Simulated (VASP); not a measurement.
# AlN (wurtzite) (P6_3mc) in VASP: further runs, part 2 of 2

VASP 6.6.1. The steps go on from the part before.

**3. Relaxation of cell and atoms, PBE**

This run uses another cell than the first one, of 10.43 Å³/atom, 0.980 times its volume.

Input file INCAR:

```
ALGO = Normal
EDIFF = 1E-7
EDIFFG = -0.001
ENCUT = 600
GGA = PE
IBRION = 2
ISIF = 3
ISMEAR = 0
LASPH = T
LCHARG = F
LREAL = F
LWAVE = F
NELM = 80
NSW = 80
PREC = Accurate
SIGMA = 0.01
```

Input file KPOINTS:

```
k-points
0
Gamma
  9 9 6
```

Input file POSCAR:

```
AlN
1.0
    3.1100000000      0.0000000000      0.0000000000
   -1.5550000000      2.6933390058      0.0000000000
    0.0000000000      0.0000000000      4.9800000000
Al N
2 2
Direct
    0.3333333333      0.6666666667      0.0000000000
    0.6666666667      0.3333333333      0.5000000000
    0.3333333333      0.6666666667      0.3820000000
    0.6666666667      0.3333333333      0.8820000000
```

Potentials or basis: VASP PAW PBE potentials, release 64 (Al, N).

On the command line:

```console
$ cat potpaw_PBE.64/Al/POTCAR potpaw_PBE.64/N/POTCAR > POTCAR
$ mpirun -np 1 vasp_std > vasp.out
```

OUTCAR:

```text
EDIFF = 1E-7
   EDIFFG = -0.001
   ENCUT = 600
   GGA = PE
   IBRION = 2
   ISIF = 3
   ISMEAR = 0
   LASPH = T
   LREAL = F
   NELM = 80
   NSW = 80
   PREC = Accurate

 ion  position               nearest neighbor table
   1  0.333  0.667  0.000-   4 1.89   4 1.89   4 1.89   3 1.90   2 3.07   2 3.07   2 3.07   2 3.07
                             2 3.07   2 3.07
   2  0.667  0.333  0.500-   3 1.89   3 1.89   3 1.89   4 1.90   1 3.07   1 3.07   1 3.07   1 3.07
                             1 3.07   1 3.07
   3  0.333  0.667  0.382-   2 1.89   2 1.89   2 1.89   1 1.90
   4  0.667  0.333  0.882-   1 1.89   1 1.89   1 1.89   2 1.90

  LATTYP: Found a hexagonal cell.
 ALAT       =     3.1100000000
 C/A-ratio  =     1.6012861736

  Lattice vectors:

 A1 = (   3.1100000000,   0.0000000000,   0.0000000000)
 A2 = (  -1.5550000000,   2.6933390058,   0.0000000000)
 A3 = (   0.0000000000,   0.0000000000,   4.9800000000)

Analysis of symmetry for initial positions (statically):
=====================================================================
 Subroutine PRICEL returns:
 Original cell was already a primitive cell.

 Routine SETGRP: Setting up the symmetry group for a
 hexagonal supercell.

 Subroutine GETGRP returns: Found 12 space group operations
 (whereof  6 operations were pure point group operations)
 out of a pool of 24 trial point group operations.

The static configuration has the point symmetry C_3v.
 The point group associated with its full space group is C_6v.

Analysis of symmetry for dynamics (positions and initial velocities):
=====================================================================
 Subroutine PRICEL returns:
 Original cell was already a primitive cell.

 Routine SETGRP: Setting up the symmetry group for a
 hexagonal supercell.

 Subroutine GETGRP returns: Found 12 space group operations
 (whereof  6 operations were pure point group operations)
 out of a pool of 24 trial point group operations.

The dynamic configuration has the point symmetry C_3v.
 The point group associated with its full space group is C_6v.

 Subroutine INISYM returns: Found 12 space group operations
 (whereof  6 operations are pure point group operations),
 and found     1 'primitive' translations

----------------------------------------------------------------------------------------

                                     Primitive cell

  volume of cell :      41.7139

  direct lattice vectors                    reciprocal lattice vectors
     3.110000000  0.000000000  0.000000000     0.321543408  0.185643173  0.000000000
    -1.555000000  2.693339006  0.000000000     0.000000000  0.371286347  0.000000000
     0.000000000  0.000000000  4.980000000     0.000000000  0.000000000  0.200803213

  length of vectors
     3.110000000  3.110000000  4.980000000     0.371286347  0.371286347  0.200803213

  position of ions in fractional coordinates (direct lattice)
     0.333333333  0.666666667  0.000000000
     0.666666667  0.333333333  0.500000000
     0.333333333  0.666666667  0.382000000
     0.666666667  0.333333333  0.882000000

  ion indices of the primitive-cell ions
   primitive index   ion index
                 1           1
                 2           2
                 3           3
                 4           4

[... 60 lines left out ...]
   NGXF,Y,Z  is equivalent  to a cutoff of  29.93, 29.93, 26.71 a.u.
 SYSTEM =  unknown system
   PREC   = accura    normal or accurate (medium, high low for compatibility)
   ISTART =      0    job   : 0-new  1-cont  2-samecut
   ICHARG =      2    charge: 1-file 2-atom 10-const
   ISPIN  =      1    spin polarized calculation?
   LNONCOLLINEAR =      F non collinear calculations
   LSORBIT =      F    spin-orbit coupling
   LASPH  =      T    aspherical Exc in radial PAW
   ENCUT  =  600.0 eV  44.10 Ry    6.64 a.u.   6.21  6.21  9.95*2*pi/ulx,y,z
   NELM   =     80;   NELMIN=  2; NELMDL= -5     # of ELM steps
   EDIFF  = 0.1E-06   stopping-criterion for ELM
   LREAL  =      F    real-space projection
   EDIFFG = -.1E-02   stopping-criterion for IOM
   NSW    =     80    number of steps for IOM
   IBRION =      2    ionic relax: 0-MD 1-quasi-New 2-CG
   NFREE  =      1    steps in history (QN), initial steepest desc. (CG)
   ISIF   =      3    stress and relaxation
   ISYM   =      2    0-nonsym 1-usesym 2-fastsym
   POTIM  = 0.5000    time-step for ionic-motion
   TEBEG  =    0.0;   TEEND  =   0.0 temperature during run
   PSTRESS=    0.0 pullay stress
   NELECT =      16.0000    total number of electrons
   NUPDOWN=      -1.0000    fix difference up-down
   EMIN   =  10.00;   EMAX   =-10.00  energy-range for DOS
   EFERMI =   0.00;   METHOD = LEGACY
   ISMEAR =     0;   SIGMA  =   0.01  broadening in eV -4-tet -1-fermi 0-gaus
   EFERMI_NEDOS =   21; number of points for ismear=-14 and -15
   IALGO  =     38    algorithm
   IMIX   =      4    mixing-type and parameters
     AMIX     =   0.40;   BMIX     =  1.00
     AMIX_MAG =   1.60;   BMIX_MAG =  1.00
  volume/ion in A,a.u.               =      10.43        70.37
  Fermi-wavevector in a.u.,A,eV,Ry     =   1.189473  2.247778 19.250147  1.414846
  Thomas-Fermi vector in A             =   2.325579
   LORBIT       =      0    0 simple, 1 ext, 2 COOP (PROOUT), +10 PAW based schemes
   GGA     = PE    functional components
   LHFCALC =     F    Hartree Fock is set to
   AEXX    =    0.0000 exact exchange contribution
   IVDW    =     0    specifies the selected vdW correction
   LEPSILON=     F    determine dielectric tensor
   LRPA    =     F    only Hartree local field effects (RPA)
 conjugate gradient relaxation of ions
 non-spin polarized calculation
 Gauss-broadening in eV      SIGMA  =   0.01
  energy-cutoff  :      600.00
  volume of cell :       41.71
 maximum number of plane-waves:      1412
 NGX is ok and might be reduce to    28
   NGX = 13   NGY = 13   NGZ = 19

--------------------------------------- Ionic step        1  -------------------------------------------

 number of electron      15.9999999 magnetization

 Free energy of the ion-electron system (eV)
  ---------------------------------------------------
  ext. energy  EPLUGINS =         0.00000000
  ---------------------------------------------------
  free energy    TOTEN  =       -29.77351445 eV

  energy without entropy =      -29.77351445  energy(sigma->0) =      -29.77351445

------------------------ aborting loop because EDIFF is reached ----------------------------------------

  FORCE on cell =-STRESS in cart. coord.  units (eV):
  Direction    XX          YY          ZZ          XY          YZ          ZX
  --------------------------------------------------------------------------------------
  -------------------------------------------------------------------------------------
  Total        0.9820619      0.9820619      0.9604282      0.0000000      0.0000000      0.0000000
  in kB       37.7197386     37.7197386     36.8888186      0.0000000      0.0000000      0.0000000
  external PRESSURE =      37.4427653 kB  Pullay stress =       0.0000000 kB
[... 291 lines left out ...]
--------------------------------------- Ionic step        9  -------------------------------------------

 number of electron      15.9999999 magnetization

 Free energy of the ion-electron system (eV)
  ---------------------------------------------------
  ext. energy  EPLUGINS =         0.00000000
  ---------------------------------------------------
  free energy    TOTEN  =       -29.78250640 eV

  energy without entropy =      -29.78250640  energy(sigma->0) =      -29.78250640

 E-fermi :   6.0823     XC(G=0): -10.8354

 val. band max:        5.9822146953   @ k =   0.0000   0.0000   0.0000
 cond. band min:      10.0422338249   @ k =   0.0000   0.0000   0.0000
 fundamental gap:      4.0600191297
 Fermi energy:         6.0823174653

 k-point     1 :       0.0000    0.0000    0.0000
  band No.  band energies     occupation
      1      -9.0971      2.00000
      2      -7.0090      2.00000
      3       0.0677      2.00000
      4       5.1366      2.00000
      5       5.1366      2.00000
      6       5.7795      2.00000
      7       5.7795      2.00000
      8       5.9822      2.00000
      9      10.0422      0.00000
     10      12.5080      0.00000
     11      16.4535      0.00000
     12      17.0237      0.00000
[... 331 lines left out ...]
 k-point    24 :       0.3333    0.3333    0.1667
  band No.  band energies     occupation
      1      -6.6492      2.00000
      2      -6.6492      2.00000
      3       1.3610      2.00000
      4       1.8471      2.00000
      5       1.8471      2.00000
      6       3.3355      2.00000
      7       4.1292      2.00000
      8       4.1292      2.00000
      9      11.4200      0.00000
     10      14.2123      0.00000
     11      14.9923      0.00000
     12      14.9923      0.00000

 [... further k-points ...]
[... 5 lines left out ...]
  --------------------------------------------------------------------------------------
  -------------------------------------------------------------------------------------
  Total       -0.0014696     -0.0014696     -0.0021211      0.0000000     -0.0000000     -0.0000000
  in kB       -0.0554016     -0.0554016     -0.0799619      0.0000000     -0.0000000     -0.0000000
  external PRESSURE =      -0.0635883 kB  Pullay stress =       0.0000000 kB
[... 19 lines left out ...]
  FREE ENERGIE OF THE ION-ELECTRON SYSTEM (eV)
  ---------------------------------------------------
  free  energy   TOTEN  =       -29.7825064034 eV

  energy  without entropy=      -29.7825064034  energy(sigma->0) =      -29.78250640

 reached required accuracy - stopping structural energy minimisation
```

CONTCAR:

```text
AlN
   1.00000000000000
     3.1281247267581529    0.0000000000000000   -0.0000000000000000
    -1.5640623633790764    2.7090354796097436    0.0000000000000000
     0.0000000000000000   -0.0000000000000000    5.0151249875415562
  Al              N
     2     2
Direct
     0.3333333332999970    0.6666666667000030    0.0002312650171199
     0.6666666667000030    0.3333333332999970    0.5002312650171198
     0.3333333332999970    0.6666666667000030    0.3817687349828780
     0.6666666667000030    0.3333333332999970    0.8817687349828781

  0.00000000E+00  0.00000000E+00  0.00000000E+00
  0.00000000E+00  0.00000000E+00  0.00000000E+00
  0.00000000E+00  0.00000000E+00  0.00000000E+00
  0.00000000E+00  0.00000000E+00  0.00000000E+00
```

Run time: 2.9 min. Hardware: 1 thread of AMD EPYC 7R13 (Zen 3), shared host; peak memory 0.15 GiB.

What came out:

```yaml
Free_energy: -29.7825 eV
Relaxed_volume: 10.62 Å³/atom
Relaxed_cell: a = 3.128 Å, b = 3.128 Å, c = 5.015 Å, α = 90.00°, β = 90.00°, γ = 120.00°
Space_group_after_relaxing_to_0.05_Å: P6_3mc (No. 186)
Energy_gained_by_relaxing: 2.2 meV/atom
Ionic_steps: 9
Pressure_after_relaxing: 0.0 GPa
Band_gap_on_the_k_mesh: 4.06 eV, direct
```

Step by step:
```
step  energy change (eV)  largest force (eV/Å)  pressure (GPa)  volume (Å³)
   1              0.0000                0.0086            3.74        41.71
   2             -0.0019                0.0088           -3.11        43.20
   3             -0.0089                0.0086            0.00        42.49
   4             -0.0089                0.0085            0.07        42.48
   5             -0.0090                0.0087            0.07        42.48
   6             -0.0090                0.0087            0.07        42.48
   7             -0.0090                0.0050           -0.06        42.51
   8             -0.0090                0.0011           -0.01        42.50
   9             -0.0090                0.0009           -0.01        42.50
```

Final structure:
```
CELL_PARAMETERS angstrom
3.12812 0.00000 0.00000
-1.56406 2.70904 0.00000
0.00000 0.00000 5.01512
ATOMIC_POSITIONS crystal
Al 0.33333 0.66667 0.00023
Al 0.66667 0.33333 0.50023
N 0.33333 0.66667 0.38177
N 0.66667 0.33333 0.88177
```
